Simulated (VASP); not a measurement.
A run of VASP 6.6.1:

Contents of INCAR:

```
ALGO = Normal
EDIFF = 1E-6
ENCUT = 520
GGA = CA
ISIF = 2
ISMEAR = -1
ISPIN = 2
LASPH = T
LCHARG = F
LMAXMIX = 4
LORBIT = 11
LREAL = F
LWAVE = F
MAGMOM = 0.5 0.5 -0.5 -0.5
NBANDS = 32
NELM = 150
PREC = Accurate
SIGMA = 0.05
```

Contents of KPOINTS:

```
k-points
0
Gamma
  15 15 4
```

Contents of POSCAR:

```
Pd
1.0
    2.7055271242      0.0000000000      0.0000000000
   -1.3527635621      2.3430552202      0.0000000000
    0.0000000000      0.0000000000      8.9462594720
Pd
4
Direct
    1.0000000000      0.0000000000      1.0000000000
    1.0000000000      1.0000000000      0.5000000000
    0.3333333333      0.6666666667      0.2500000000
    0.6666666667      0.3333333333      0.7500000000
```

Potentials or basis: VASP PAW LDA potentials, release 64 (Pd).

Launch:

```sh
$ cat potpaw_LDA.64/Pd/POTCAR > POTCAR
$ mpirun -np 1 vasp_std > vasp.out
```

Hardware: 1 thread of Intel Xeon 8259CL, with other jobs on the host.

Task: Estimate the wall time of this run.

Result: Run time: 5.2 min on 1 thread of Intel Xeon 8259CL, with other jobs on the host, peak memory 0.3 GiB. Counts: scf iterations 13, k points 81.
